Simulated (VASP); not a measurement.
A run of VASP 6.6.1 is set up as follows.

Contents of INCAR:

```
PREC     = Accurate       # precision mode
ENCUT    = 500            # plane-wave cutoff, eV
EDIFF    = 1E-7           # SCF threshold, eV
ISMEAR   = 1              # smearing method
SIGMA    = 0.1            # smearing width, eV
LREAL    = F              # projectors in reciprocal space
LASPH    = T              # aspherical terms in the spheres
NELM     = 120            # most SCF steps
ALGO     = Normal         # electronic algorithm
ISIF     = 3              # what is computed and relaxed
LWAVE    = F              # write WAVECAR
LCHARG   = F              # write CHGCAR
IBRION   = 2              # ionic algorithm
NSW      = 60             # ionic steps
EDIFFG   = -0.02          # ionic threshold
PSTRESS  = 100.0        
GGA_COMPAT= F            
NELMIN   = 4
```

Contents of KPOINTS:

```
Automatic mesh
0
Gamma
  6 6 6
```

The input POSCAR:

```
Na
1.0
    3.5100000000      0.0000000000      0.0000000000
    0.0000000000      3.5100000000      0.0000000000
    0.0000000000      0.0000000000      3.5100000000
Na
1
Direct
    0.0000000000      0.0000000000      0.0000000000
```

Potentials or basis: VASP PAW LDA potentials, release 64 (Na_pv).

The run is started by

```sh
$ cat potpaw_LDA.64/Na_pv/POTCAR > POTCAR
$ mpirun -np 1 vasp_std > vasp.out
```

(1) Estimate the space group after relaxing (to 0.05 Å).

(2) Predict the relaxed volume.

Results:

(1) Pm-3m (No. 221).

(2) 21.41 Å³/atom.

Caveat: the cell is relaxed towards a set pressure, so the enthalpy falls and the energy may rise; the volume moved by over 15 % at a fixed basis, so the end points are rough.
